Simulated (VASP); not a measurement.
# C (Fddd) in VASP: a series of runs

C is run at these levels: LDA; tasks: single point.

Program: VASP 6.6.1. These are calculated values, not measurements. Logs are shortened: lines on timing, memory, paths and dates and some standing lists are left out, and cuts for length are marked.

### Step 1. The cell of the first run

It takes space group Fddd (No. 70, orthorhombic). Conventional cell: a = 2.940 Å, b = 3.655 Å, c = 3.999 Å, α = 90.00°, β = 90.00°, γ = 90.00°. Within 2.1 Å of C (site symmetry 222) lie 4 C at 1.54 Å.

### Step 2. Single point, LDA

Contents of INCAR:

```
SYSTEM = C
PREC = Accurate
ENCUT = 520
EDIFF = 1E-6
ISMEAR = 0
SIGMA = 0.05
LREAL = .FALSE.
LASPH = .TRUE.
NELM = 60
ALGO = Normal
ISIF = 2
LWAVE = .FALSE.
LCHARG = .FALSE.
GGA = CA
NBANDS = 11
```

Contents of KPOINTS:

```
Automatic mesh
0
G
  12 12 12
  0 0 0
```

Contents of POSCAR:

```
C
1.0
    0.0000000000      1.9997346457      1.8275720603
    1.4700036137      0.0000000000      1.8275720603
    1.4700036137      1.9997346457      0.0000000000
C
2
Direct
    0.5000000000      0.5000000000      0.5000000000
    0.7500000000      0.7500000000      0.7500000000
```

Potentials or basis: VASP PAW LDA potentials, release 64 (C).

Launch:

```bash
$ cat potpaw_LDA.64/C/POTCAR > POTCAR
$ mpirun -np 1 vasp_std > vasp.out
```

OUTCAR:

```text
SYSTEM = C
   PREC = Accurate
   ENCUT = 520
   EDIFF = 1E-6
   ISMEAR = 0
   LREAL = .FALSE.
   LASPH = .TRUE.
   NELM = 60
   ISIF = 2
   GGA = CA

 ion  position               nearest neighbor table
   1  0.500  0.500  0.500-   2 1.54   2 1.54   2 1.54   2 1.54
   2  0.750  0.750  0.750-   1 1.54   1 1.54   1 1.54   1 1.54

  LATTYP: Found a face centered orthorhombic cell.
 ALAT       =     2.9400072274
 B/A-ratio  =     1.2432432433
 C/A-ratio  =     1.3603603604

  Lattice vectors:

 A1 = (   0.0000000000,   1.9997346457,  -1.8275720603)
 A2 = (   1.4700036137,   1.9997346457,   0.0000000000)
 A3 = (   1.4700036137,   0.0000000000,  -1.8275720603)

Analysis of symmetry for initial positions (statically):
=====================================================================
 Subroutine PRICEL returns:
 Original cell was already a primitive cell.

 Routine SETGRP: Setting up the symmetry group for a
 face centered orthorhombic supercell.

 Subroutine GETGRP returns: Found  8 space group operations
 (whereof  4 operations were pure point group operations)
 out of a pool of  8 trial point group operations.

The static configuration has the point symmetry D_2 .
 The point group associated with its full space group is D_2h.

Analysis of symmetry for dynamics (positions and initial velocities):
=====================================================================
 Subroutine PRICEL returns:
 Original cell was already a primitive cell.

 Routine SETGRP: Setting up the symmetry group for a
 face centered orthorhombic supercell.

 Subroutine GETGRP returns: Found  8 space group operations
 (whereof  4 operations were pure point group operations)
 out of a pool of  8 trial point group operations.

The dynamic configuration has the point symmetry D_2 .
 The point group associated with its full space group is D_2h.

 Subroutine INISYM returns: Found  8 space group operations
 (whereof  4 operations are pure point group operations),
 and found     1 'primitive' translations

----------------------------------------------------------------------------------------

                                     Primitive cell

  volume of cell :      10.7447

  direct lattice vectors                    reciprocal lattice vectors
     0.000000000  1.999734646  1.827572060    -0.340135218  0.250033174  0.273587023
     1.470003614  0.000000000  1.827572060     0.340135218 -0.250033174  0.273587023
     1.470003614  1.999734646  0.000000000     0.340135218  0.250033174 -0.273587023

  length of vectors
     2.709051179  2.345406204  2.481904365     0.503049117  0.503049117  0.503049117

  position of ions in fractional coordinates (direct lattice)
     0.500000000  0.500000000  0.500000000
     0.750000000  0.750000000  0.750000000

  ion indices of the primitive-cell ions
   primitive index   ion index
                 1           1
                 2           2

----------------------------------------------------------------------------------------

 KPOINTS: Automatic mesh

Automatic generation of k-mesh.
 Grid dimensions read from file:
 generate k-points for:   12   12   12

 Generating k-lattice:

  Cartesian coordinates                     Fractional coordinates (reciprocal lattice)
    -0.028344602  0.020836098  0.022798919     0.083333333  0.000000000  0.000000000
     0.028344602 -0.020836098  0.022798919     0.000000000  0.083333333  0.000000000
     0.028344602  0.020836098 -0.022798919     0.000000000  0.000000000  0.083333333

  Length of vectors
     0.041920760  0.041920760  0.041920760

  Shift w.r.t. Gamma in fractional coordinates (k-lattice)
     0.000000000  0.000000000  0.000000000

 Subroutine IBZKPT returns following result:
 ===========================================

 Found    280 irreducible k-points:

 Following reciprocal coordinates:
            Coordinates               Weight
  0.000000  0.000000  0.000000      1.000000
  0.083333  0.000000 -0.000000      8.000000
  0.166667  0.000000 -0.000000      8.000000
  0.250000 -0.000000 -0.000000      8.000000
  0.333333  0.000000  0.000000      8.000000
  0.416667  0.000000  0.000000      8.000000
[... 16 lines left out ...]
  0.500000  0.166667 -0.000000      8.000000
 -0.416667  0.166667  0.000000      8.000000
 [... further k-points ...]
   k-points           NKPTS =    280   k-points in BZ     NKDIM =    280   number of bands    NBANDS=     11
   number of dos      NEDOS =    301   number of ions     NIONS =      2
   total plane-waves  NPLWV =   6480
   dimension x,y,z NGX =    20 NGY =   18 NGZ =   18
   dimension x,y,z NGXF=    40 NGYF=   36 NGZF=   36
   ions per type =               2
   NGX,Y,Z   is equivalent  to a cutoff of  12.27, 12.76, 12.06 a.u.
   NGXF,Y,Z  is equivalent  to a cutoff of  24.55, 25.52, 24.11 a.u.
 SYSTEM =  C
   PREC   = accura    normal or accurate (medium, high low for compatibility)
   ISTART =      0    job   : 0-new  1-cont  2-samecut
   ICHARG =      2    charge: 1-file 2-atom 10-const
   ISPIN  =      1    spin polarized calculation?
   LNONCOLLINEAR =      F non collinear calculations
   LSORBIT =      F    spin-orbit coupling
   LASPH  =      T    aspherical Exc in radial PAW
   ENCUT  =  520.0 eV  38.22 Ry    6.18 a.u.   5.04  4.36  4.61*2*pi/ulx,y,z
   NELM   =     60;   NELMIN=  2; NELMDL= -5     # of ELM steps
   EDIFF  = 0.1E-05   stopping-criterion for ELM
   LREAL  =      F    real-space projection
   EDIFFG = 0.1E-04   stopping-criterion for IOM
   NSW    =      0    number of steps for IOM
   IBRION =     -1    ionic relax: 0-MD 1-quasi-New 2-CG
   NFREE  =      0    steps in history (QN), initial steepest desc. (CG)
   ISIF   =      2    stress and relaxation
   ISYM   =      2    0-nonsym 1-usesym 2-fastsym
   POTIM  = 0.5000    time-step for ionic-motion
   TEBEG  =    0.0;   TEEND  =   0.0 temperature during run
   PSTRESS=    0.0 pullay stress
   NELECT =       8.0000    total number of electrons
   NUPDOWN=      -1.0000    fix difference up-down
   EMIN   =  10.00;   EMAX   =-10.00  energy-range for DOS
   EFERMI =   0.00;   METHOD = LEGACY
   ISMEAR =     0;   SIGMA  =   0.05  broadening in eV -4-tet -1-fermi 0-gaus
   EFERMI_NEDOS =   21; number of points for ismear=-14 and -15
   IALGO  =     38    algorithm
   IMIX   =      4    mixing-type and parameters
     AMIX     =   0.40;   BMIX     =  1.00
     AMIX_MAG =   1.60;   BMIX_MAG =  1.00
  volume/ion in A,a.u.               =       5.37        36.25
  Fermi-wavevector in a.u.,A,eV,Ry     =   1.483792  2.803961 29.955119  2.201639
  Thomas-Fermi vector in A             =   2.597410
   LORBIT       =      0    0 simple, 1 ext, 2 COOP (PROOUT), +10 PAW based schemes
   GGA     = CA    functional components
   LHFCALC =     F    Hartree Fock is set to
   AEXX    =    0.0000 exact exchange contribution
   IVDW    =     0    specifies the selected vdW correction
   LEPSILON=     F    determine dielectric tensor
   LRPA    =     F    only Hartree local field effects (RPA)
 non-spin polarized calculation
 Gauss-broadening in eV      SIGMA  =   0.05
  energy-cutoff  :      520.00
  volume of cell :       10.74
 maximum number of plane-waves:       302
   NGX = 11   NGY =  9   NGZ =  9

 number of electron       7.9999999 magnetization

 Free energy of the ion-electron system (eV)
  ---------------------------------------------------
  ext. energy  EPLUGINS =         0.00000000
  ---------------------------------------------------
  free energy    TOTEN  =       -18.81350716 eV

  energy without entropy =      -18.81343759  energy(sigma->0) =      -18.81347237

 E-fermi :  11.5313     XC(G=0): -13.8406

 val. band max:       11.4904209736   @ k =  -0.0833   0.4167   0.4167
 cond. band min:      11.6363611481   @ k =  -0.0833   0.4167   0.3333
 fundamental gap:      0.1459401745
 Fermi energy:        11.5312859554

 k-point     1 :       0.0000    0.0000    0.0000
  band No.  band energies     occupation
      1     -11.4224      2.00000
      2       8.4064      2.00000
      3      10.6730      2.00000
      4      12.8112      0.00000
      5      14.9661      0.00000
      6      17.6094      0.00000
      7      18.7014      0.00000
      8      24.0089      0.00000
      9      30.9705      0.00000
     10      31.2788      0.00000
     11      33.4101      0.00000

 k-point     2 :       0.0833    0.0000   -0.0000
  band No.  band energies     occupation
      1     -11.2143      2.00000
      2       7.9755      2.00000
      3      10.0134      2.00000
      4      12.1798      0.00000
      5      15.1108      0.00000
      6      17.8937      0.00000
      7      19.3098      0.00000
      8      24.1711      0.00000
      9      30.4050      0.00000
     10      31.5959      0.00000
     11      34.1772      0.00000

 k-point     3 :       0.1667    0.0000   -0.0000
  band No.  band energies     occupation
      1     -10.5916      2.00000
      2       6.5864      2.00000
      3       8.4771      2.00000
      4      11.2673      2.00000
      5      15.3262      0.00000
      6      18.3266      0.00000
      7      20.5024      0.00000
      8      24.7200      0.00000
      9      30.2825      0.00000
     10      32.1726      0.00000
     11      33.5463      0.00000

 k-point     4 :       0.2500   -0.0000   -0.0000
  band No.  band energies     occupation
      1      -9.5615      2.00000
      2       4.1545      2.00000
      3       7.2078      2.00000
      4      10.5767      2.00000
      5      15.3770      0.00000
      6      18.5601      0.00000
      7      21.6259      0.00000
      8      25.6155      0.00000
      9      30.6623      0.00000
     10      33.0438      0.00000
     11      34.1815      0.00000
[... 239 lines left out ...]
 k-point    22 :       0.4167    0.1667   -0.0000
  band No.  band energies     occupation
      1      -7.1754      2.00000
      2       1.2910      2.00000
      3       5.0676      2.00000
      4       7.7164      2.00000
      5      16.7734      0.00000
      6      18.9525      0.00000
      7      24.7395      0.00000
      8      24.9598      0.00000
      9      30.7087      0.00000
     10      30.9268      0.00000
     11      38.0857      0.00000

 k-point    23 :       0.5000    0.1667   -0.0000
  band No.  band energies     occupation
      1      -5.3990      2.00000
      2      -1.2061      2.00000
      3       4.4011      2.00000
      4       7.4526      2.00000
      5      16.6717      0.00000
      6      19.3740      0.00000
      7      24.7701      0.00000
      8      26.0303      0.00000
      9      30.5799      0.00000
     10      32.5667      0.00000
     11      39.6937      0.00000

 k-point    24 :      -0.4167    0.1667    0.0000
  band No.  band energies     occupation
      1      -4.4130      2.00000
      2      -2.3605      2.00000
      3       4.0522      2.00000
      4       7.4612      2.00000
      5      16.6032      0.00000
      6      19.6673      0.00000
      7      24.1570      0.00000
      8      26.3115      0.00000
      9      31.7373      0.00000
     10      34.1194      0.00000
     11      39.5387      0.00000

 [... further k-points ...]
[... 5 lines left out ...]
  --------------------------------------------------------------------------------------
  -------------------------------------------------------------------------------------
  Total        9.1285612     -7.5705871      1.2526917      0.0000000      0.0000000      0.0000000
  in kB     1361.1865082  -1128.8724242    186.7925222      0.0000000      0.0000000      0.0000000
  external PRESSURE =     139.7022021 kB  Pullay stress =       0.0000000 kB

 VOLUME and BASIS-vectors are now :
 -----------------------------------------------------------------------------
  energy-cutoff  :      520.00
  volume of cell :       10.74
      direct lattice vectors                 reciprocal lattice vectors
     0.000000000  1.999734646  1.827572060    -0.340135218  0.250033174  0.273587023
     1.470003614  0.000000000  1.827572060     0.340135218 -0.250033174  0.273587023
     1.470003614  1.999734646  0.000000000     0.340135218  0.250033174 -0.273587023

 POSITION                                       TOTAL-FORCE (eV/Angst)
 -----------------------------------------------------------------------------------
      1.47000      1.99973      1.82757         0.000000      0.000000      0.000000
      2.20501      2.99960      2.74136        -0.000000     -0.000000     -0.000000
 -----------------------------------------------------------------------------------
    total drift:                                0.000000     -0.000000      0.000000

  FREE ENERGIE OF THE ION-ELECTRON SYSTEM (eV)
  ---------------------------------------------------
  free  energy   TOTEN  =       -18.8135071624 eV

  energy  without entropy=      -18.8134375858  energy(sigma->0) =      -18.81347237
```

It took 12 s on 1 thread of Intel Xeon 6975P-C, shared host; peak memory 0.13 GiB.

What came out:

- Free energy: -18.8135 eV
- Pressure: 14.0 GPa
- Band gap on the k mesh: zero (band 4 reaches 12.81 eV, above the bottom of band 5 at 10.82 eV)

Caveat: the cell differs from its parent crystal (strain +e along x and -e along y -0.1500, strain +e along z and -e/2 along x and y +0.0350).

[end of part 1 of 3]
